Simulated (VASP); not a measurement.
# BeTe (I-4m2) in VASP: notebook

The runs below take BeTe through single point, with PBE.

All numbers are computed with VASP 6.6.1; they aren't measurements. Logs are shortened: lines on timing, memory, paths and dates and some standing lists are left out, and cuts for length are marked.

**1. The cell of the first run**

The structure is tetragonal, space group I-4m2 (No. 119). Conventional cell: a = 4.000 Å, b = 4.000 Å, c = 5.431 Å, α = 90.00°, β = 90.00°, γ = 90.00°. Be (site symmetry -4m2) has 4 Te at 2.42 Å within 3.2 Å. Within 3.2 Å of Te (site symmetry -4m2) lie 4 Be at 2.42 Å.

**2. Single point, PBE (uniaxial z strain -4.0%)**

File INCAR:

```
PREC = Accurate
ENCUT = 600
EDIFF = 1E-6
ISMEAR = 0
SIGMA = 0.01
LREAL = False
LASPH = True
NELM = 120
ALGO = Normal
ISIF = 2
LWAVE = False
LCHARG = False
GGA = PE
NBANDS = 11
GGA_COMPAT = False
```

File KPOINTS:

```
regular mesh
0
Gamma
  4 4 4
```

File POSCAR:

```
BeTe
1.0
    0.0000000000      2.8286236255      2.7154786804
    2.8286236255      0.0000000000      2.7154786804
    2.8286236255      2.8286236255      0.0000000000
Be Te
1 1
Direct
    0.0000000000      0.0000000000      0.0000000000
    0.2500000000      0.2500000000      0.2500000000
```

Potentials or basis: VASP PAW PBE potentials, release 64 (Be, Te).

Command:

```bash
$ cat potpaw_PBE.64/Be/POTCAR potpaw_PBE.64/Te/POTCAR > POTCAR
$ mpirun -np 1 vasp_std > vasp.out
```

OUTCAR:

```text
PREC = Accurate
   ENCUT = 600
   EDIFF = 1E-6
   ISMEAR = 0
   LREAL = False
   LASPH = True
   NELM = 120
   ISIF = 2
   GGA = PE

 ion  position               nearest neighbor table
   1  0.000  0.000  0.000-   2 2.42   2 2.42   2 2.42   2 2.42
   2  0.250  0.250  0.250-   1 2.42   1 2.42   1 2.42   1 2.42

  LATTYP: Found a body centered tetragonal cell.
 ALAT       =     4.0002778940
 C/A-ratio  =     1.3576450198

  Lattice vectors:

 A1 = (   0.0000000000,  -2.8286236255,  -2.7154786804)
 A2 = (   0.0000000000,   2.8286236255,  -2.7154786804)
 A3 = (   2.8286236255,   0.0000000000,   2.7154786804)

Analysis of symmetry for initial positions (statically):
=====================================================================
 Subroutine PRICEL returns:
 Original cell was already a primitive cell.

 Routine SETGRP: Setting up the symmetry group for a
 body centered tetragonal supercell.

 Subroutine GETGRP returns: Found  8 space group operations
 (whereof  8 operations were pure point group operations)
 out of a pool of 16 trial point group operations.

The static configuration has the point symmetry D_2d.

Analysis of symmetry for dynamics (positions and initial velocities):
=====================================================================
 Subroutine PRICEL returns:
 Original cell was already a primitive cell.

 Routine SETGRP: Setting up the symmetry group for a
 body centered tetragonal supercell.

 Subroutine GETGRP returns: Found  8 space group operations
 (whereof  8 operations were pure point group operations)
 out of a pool of 16 trial point group operations.

The dynamic configuration has the point symmetry D_2d.

 Subroutine INISYM returns: Found  8 space group operations
 (whereof  8 operations are pure point group operations),
 and found     1 'primitive' translations

----------------------------------------------------------------------------------------

                                     Primitive cell

  volume of cell :      43.4537

  direct lattice vectors                    reciprocal lattice vectors
     0.000000000  2.828623626  2.715478680    -0.176764415  0.176764415  0.184129599
     2.828623626  0.000000000  2.715478680     0.176764415 -0.176764415  0.184129599
     2.828623626  2.828623626  0.000000000     0.176764415  0.176764415 -0.184129599

  length of vectors
     3.921088634  3.921088634  4.000277894     0.310475484  0.310475484  0.310475484

  position of ions in fractional coordinates (direct lattice)
     0.000000000  0.000000000  0.000000000
     0.250000000  0.250000000  0.250000000

  ion indices of the primitive-cell ions
   primitive index   ion index
                 1           1
                 2           2

----------------------------------------------------------------------------------------

 KPOINTS: regular mesh

Automatic generation of k-mesh.
 Grid dimensions read from file:
 generate k-points for:    4    4    4

 Generating k-lattice:

  Cartesian coordinates                     Fractional coordinates (reciprocal lattice)
    -0.044191104  0.044191104  0.046032400     0.250000000  0.000000000  0.000000000
     0.044191104 -0.044191104  0.046032400     0.000000000  0.250000000  0.000000000
     0.044191104  0.044191104 -0.046032400     0.000000000  0.000000000  0.250000000

  Length of vectors
     0.077618871  0.077618871  0.077618871

  Shift w.r.t. Gamma in fractional coordinates (k-lattice)
     0.000000000  0.000000000  0.000000000

 Subroutine IBZKPT returns following result:
 ===========================================

 Found     13 irreducible k-points:

 Following reciprocal coordinates:
            Coordinates               Weight
  0.000000  0.000000  0.000000      1.000000
  0.250000  0.000000  0.000000      8.000000
  0.500000  0.000000  0.000000      4.000000
  0.250000  0.250000  0.000000      2.000000
  0.500000  0.250000  0.000000      8.000000
 -0.250000  0.250000  0.000000      4.000000
  0.500000  0.500000  0.000000      1.000000
  0.250000  0.000000  0.250000      4.000000
  0.500000  0.000000  0.250000     16.000000
 -0.250000 -0.000000  0.250000      8.000000
 -0.250000  0.500000  0.250000      4.000000
  0.500000  0.000000  0.500000      2.000000
 -0.250000  0.250000  0.500000      2.000000
   k-points           NKPTS =     13   k-points in BZ     NKDIM =     13   number of bands    NBANDS=     11
   number of dos      NEDOS =    301   number of ions     NIONS =      2
   total plane-waves  NPLWV =  32768
   dimension x,y,z NGX =    32 NGY =   32 NGZ =   32
   dimension x,y,z NGXF=    64 NGYF=   64 NGZF=   64
   ions per type =               1   1
   NGX,Y,Z   is equivalent  to a cutoff of  13.57, 13.57, 13.30 a.u.
   NGXF,Y,Z  is equivalent  to a cutoff of  27.13, 27.13, 26.60 a.u.
 SYSTEM =  unknown system
   PREC   = accura    normal or accurate (medium, high low for compatibility)
   ISTART =      0    job   : 0-new  1-cont  2-samecut
   ICHARG =      2    charge: 1-file 2-atom 10-const
   ISPIN  =      1    spin polarized calculation?
   LNONCOLLINEAR =      F non collinear calculations
   LSORBIT =      F    spin-orbit coupling
   LASPH  =      T    aspherical Exc in radial PAW
   ENCUT  =  600.0 eV  44.10 Ry    6.64 a.u.   7.83  7.83  7.99*2*pi/ulx,y,z
   NELM   =    120;   NELMIN=  2; NELMDL= -5     # of ELM steps
   EDIFF  = 0.1E-05   stopping-criterion for ELM
   LREAL  =      F    real-space projection
   EDIFFG = 0.1E-04   stopping-criterion for IOM
   NSW    =      0    number of steps for IOM
   IBRION =     -1    ionic relax: 0-MD 1-quasi-New 2-CG
   NFREE  =      0    steps in history (QN), initial steepest desc. (CG)
   ISIF   =      2    stress and relaxation
   ISYM   =      2    0-nonsym 1-usesym 2-fastsym
   POTIM  = 0.5000    time-step for ionic-motion
   TEBEG  =    0.0;   TEEND  =   0.0 temperature during run
   PSTRESS=    0.0 pullay stress
   NELECT =       8.0000    total number of electrons
   NUPDOWN=      -1.0000    fix difference up-down
   EMIN   =  10.00;   EMAX   =-10.00  energy-range for DOS
   EFERMI =   0.00;   METHOD = LEGACY
   ISMEAR =     0;   SIGMA  =   0.01  broadening in eV -4-tet -1-fermi 0-gaus
   EFERMI_NEDOS =   21; number of points for ismear=-14 and -15
   IALGO  =     38    algorithm
   IMIX   =      4    mixing-type and parameters
     AMIX     =   0.40;   BMIX     =  1.00
     AMIX_MAG =   1.60;   BMIX_MAG =  1.00
  volume/ion in A,a.u.               =      21.73       146.62
  Fermi-wavevector in a.u.,A,eV,Ry     =   0.931314  1.759927 11.800944  0.867345
  Thomas-Fermi vector in A             =   2.057794
   LORBIT       =      0    0 simple, 1 ext, 2 COOP (PROOUT), +10 PAW based schemes
   GGA     = PE    functional components
   LHFCALC =     F    Hartree Fock is set to
   AEXX    =    0.0000 exact exchange contribution
   IVDW    =     0    specifies the selected vdW correction
   LEPSILON=     F    determine dielectric tensor
   LRPA    =     F    only Hartree local field effects (RPA)
 non-spin polarized calculation
 Gauss-broadening in eV      SIGMA  =   0.01
  energy-cutoff  :      600.00
  volume of cell :       43.45
 maximum number of plane-waves:      1476
   NGX = 15   NGY = 15   NGZ = 15

 number of electron       8.0000000 magnetization

 Free energy of the ion-electron system (eV)
  ---------------------------------------------------
  ext. energy  EPLUGINS =         0.00000000
  ---------------------------------------------------
  free energy    TOTEN  =        -7.51539101 eV

  energy without entropy =       -7.51539101  energy(sigma->0) =       -7.51539101

 E-fermi :   5.6766     XC(G=0):  -9.1552

 val. band max:        5.5697529257   @ k =   0.0000   0.0000   0.0000
 cond. band min:       7.1419558089   @ k =   0.5000   0.5000   0.0000
 fundamental gap:      1.5722028831
 Fermi energy:         5.6765859446

 k-point     1 :       0.0000    0.0000    0.0000
  band No.  band energies     occupation
      1      -7.0481      2.00000
      2       5.3596      2.00000
      3       5.3596      2.00000
      4       5.5698      2.00000
      5       8.9570      0.00000
      6       9.0432      0.00000
      7       9.0432      0.00000
      8       9.4437      0.00000
      9      13.7881      0.00000
     10      15.3196      0.00000
     11      16.0629      0.00000

 k-point     2 :       0.2500    0.0000    0.0000
  band No.  band energies     occupation
      1      -6.4671      2.00000
      2       2.0138      2.00000
      3       4.5950      2.00000
      4       4.8539      2.00000
      5       8.7659      0.00000
      6       9.8702      0.00000
      7       9.9666      0.00000
      8      12.6072      0.00000
      9      14.3311      0.00000
     10      14.3912      0.00000
     11      14.8073      0.00000

 k-point     3 :       0.5000    0.0000    0.0000
  band No.  band energies     occupation
      1      -5.6283      2.00000
      2      -0.2932      2.00000
      3       4.0781      2.00000
      4       4.4213      2.00000
      5       8.5152      0.00000
      6       9.8638      0.00000
      7      10.1949      0.00000
      8      13.2492      0.00000
      9      16.3395      0.00000
     10      17.0171      0.00000
     11      17.2134      0.00000
[... 113 lines left out ...]
 k-point    12 :       0.5000    0.0000    0.5000
  band No.  band energies     occupation
      1      -5.1629      2.00000
      2       0.0839      2.00000
      3       2.7422      2.00000
      4       2.8155      2.00000
      5       7.4256      0.00000
      6       8.1686      0.00000
      7      15.1212      0.00000
      8      15.3014      0.00000
      9      16.9493      0.00000
     10      18.5035      0.00000
     11      18.9251      0.00000

 k-point    13 :      -0.2500    0.2500    0.5000
  band No.  band energies     occupation
      1      -5.1155      2.00000
      2       0.6904      2.00000
      3       1.5996      2.00000
      4       2.0593      2.00000
      5      11.0413      0.00000
      6      11.2363      0.00000
      7      11.3576      0.00000
      8      12.0609      0.00000
      9      16.0180      0.00000
     10      16.8667      0.00000
     11      18.0053      0.00000

------------------------ aborting loop because EDIFF is reached ----------------------------------------

  FORCE on cell =-STRESS in cart. coord.  units (eV):
  Direction    XX          YY          ZZ          XY          YZ          ZX
  --------------------------------------------------------------------------------------
  -------------------------------------------------------------------------------------
  Total        0.7015573      0.7015573      1.3341172      0.0000000      0.0000000      0.0000000
  in kB       25.8670578     25.8670578     49.1901168      0.0000000      0.0000000      0.0000000
  external PRESSURE =      33.6414108 kB  Pullay stress =       0.0000000 kB

 VOLUME and BASIS-vectors are now :
 -----------------------------------------------------------------------------
  energy-cutoff  :      600.00
  volume of cell :       43.45
      direct lattice vectors                 reciprocal lattice vectors
     0.000000000  2.828623626  2.715478680    -0.176764415  0.176764415  0.184129599
     2.828623626  0.000000000  2.715478680     0.176764415 -0.176764415  0.184129599
     2.828623626  2.828623626  0.000000000     0.176764415  0.176764415 -0.184129599

 POSITION                                       TOTAL-FORCE (eV/Angst)
 -----------------------------------------------------------------------------------
      0.00000      0.00000      0.00000         0.000000      0.000000      0.000000
      1.41431      1.41431      1.35774        -0.000000     -0.000000     -0.000000
 -----------------------------------------------------------------------------------
    total drift:                                0.000000      0.000000      0.000000

  FREE ENERGIE OF THE ION-ELECTRON SYSTEM (eV)
  ---------------------------------------------------
  free  energy   TOTEN  =        -7.5153910128 eV

  energy  without entropy=       -7.5153910128  energy(sigma->0) =       -7.51539101
```

It took 10 s on 1 thread of Intel Xeon Platinum 8488C (Sapphire Rapids), shared host; peak memory 0.17 GiB.

Results:

```
Free energy            : -7.5154 eV
Pressure               : 3.4 GPa
Band gap on the k mesh : 1.57 eV, indirect (least direct gap 3.39 eV)
```

Stress tensor (GPa, compression positive):
```
2.59 0.00 0.00
0.00 2.59 0.00
0.00 0.00 4.92
```

Levels at points of the mesh, in eV from the valence-band top:
| k point | band 1 | band 2 | band 3 | band 4 | band 5 | band 6 | band 7 | band 8 |
| --- | --- | --- | --- | --- | --- | --- | --- | --- |
| (0.00, 0.00, 0.00) | -12.62 | -0.21 | -0.21 | 0.00 | 3.39 | 3.47 | 3.47 | 3.87 |
| (0.50, 0.00, 0.00) | -11.20 | -5.86 | -1.49 | -1.15 | 2.95 | 4.29 | 4.63 | 7.68 |
| (0.50, 0.50, 0.00) | -10.57 | -5.25 | -3.08 | -3.08 | 1.57 | 2.25 | 9.76 | 9.76 |
| (0.50, 0.00, 0.50) | -10.73 | -5.49 | -2.83 | -2.75 | 1.86 | 2.60 | 9.55 | 9.73 |

Caveat: the k points lie up to 0.49 Å⁻¹ apart; the cell differs from its parent crystal (uniaxial z strain -4.0%); spin-orbit coupling is left out, which moves the levels of the heavy elements. A k mesh can miss the band edges.

**3. Single point, PBE (uniaxial z strain -4.0%)**

File INCAR:

```
SYSTEM = BeTe
  PREC = Accurate
  ENCUT = 600
  EDIFF = 1E-6
  ISMEAR = -1
  SIGMA = 0.02
  LREAL = .False.
  LASPH = .True.
  NELM = 120
  ALGO = Normal
  ISIF = 2
  LWAVE = .False.
  LCHARG = .False.
  GGA = PE
  NBANDS = 11
  GGA_COMPAT = .False.
```

File KPOINTS:

```
Automatic mesh
0
Gamma
  8 8 8
  0 0 0
```

POSCAR is that of step 2.

Potentials or basis: VASP PAW PBE potentials, release 64 (Be, Te).

Command:

```bash
$ cat potpaw_PBE.64/Be/POTCAR potpaw_PBE.64/Te/POTCAR > POTCAR
$ mpirun -np 1 vasp_std > vasp.out
```

Wall time 20 s (1 thread of Intel Xeon Platinum 8488C (Sapphire Rapids), shared host); peak memory 0.19 GiB.

It converged, with:

```
Free energy            : -7.5976 eV
Pressure               : 2.9 GPa
Band gap on the k mesh : 1.58 eV, indirect (least direct gap 3.40 eV)
```

Stress tensor (GPa, compression positive):
```
2.11 0.00 0.00
0.00 2.11 0.00
0.00 0.00 4.43
```

Levels at points of the mesh, in eV from the valence-band top:
```csv
k point,band 1,band 2,band 3,band 4,band 5,band 6,band 7,band 8,band 9
"(0.00, 0.00, 0.00)",-12.62,-0.21,-0.21,0.00,3.40,3.49,3.49,3.87,8.22
"(0.50, 0.00, 0.00)",-11.20,-5.86,-1.49,-1.15,2.95,4.31,4.64,7.69,10.78
"(0.50, 0.50, 0.00)",-10.57,-5.24,-3.07,-3.07,1.58,2.26,9.77,9.77,11.75
"(0.50, 0.00, 0.50)",-10.74,-5.48,-2.82,-2.75,1.87,2.61,9.56,9.74,11.39
```

Caveat: the cell differs from its parent crystal (uniaxial z strain -4.0%); spin-orbit coupling is left out, which moves the levels of the heavy elements.
